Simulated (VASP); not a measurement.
Sn, 2 atoms in the cell. It takes space group Fd-3m (No. 227, cubic). The conventional cell has a = 6.469 Å, b = 6.469 Å, c = 6.469 Å, α = 90.00°, β = 90.00°, γ = 90.00°. Sn (site symmetry -43m) has 4 Sn at 2.80 Å within 3.7 Å. This isn't the form of Sn at room conditions, which is tetragonal (white tin).

```yaml
Program: VASP 6.6.1
Task: electric field gradients
Functional: PBEsol
Potentials_or_basis: VASP PAW PBE potentials, release 64 (Sn_d)
Cutoff: 520 eV
k_mesh: 11 × 11 × 11
Occupations: fermi-dirac, width 0.05 eV
Spin: no spin polarisation
Dipole_correction: no
Further_INCAR_settings: ALGO = Normal; EDIFF = 1e-08; NBANDS = 21
```

Potentials or basis: VASP PAW PBE potentials, release 64 (Sn_d).

Command:

```bash
$ cat potpaw_PBE.64/Sn_d/POTCAR > POTCAR
$ mpirun -np 1 vasp_std > vasp.out
```

Hardware: 1 thread of Intel(R) Xeon(R) Platinum 8488C (Sapphire Rapids), on a shared host.

Task: Estimate the wall time of this run.

Result: Wall time 41 s on 1 thread of Intel(R) Xeon(R) Platinum 8488C (Sapphire Rapids) (shared host), peak memory 0.22 GiB. Counts: scf iterations 15, k points 56.
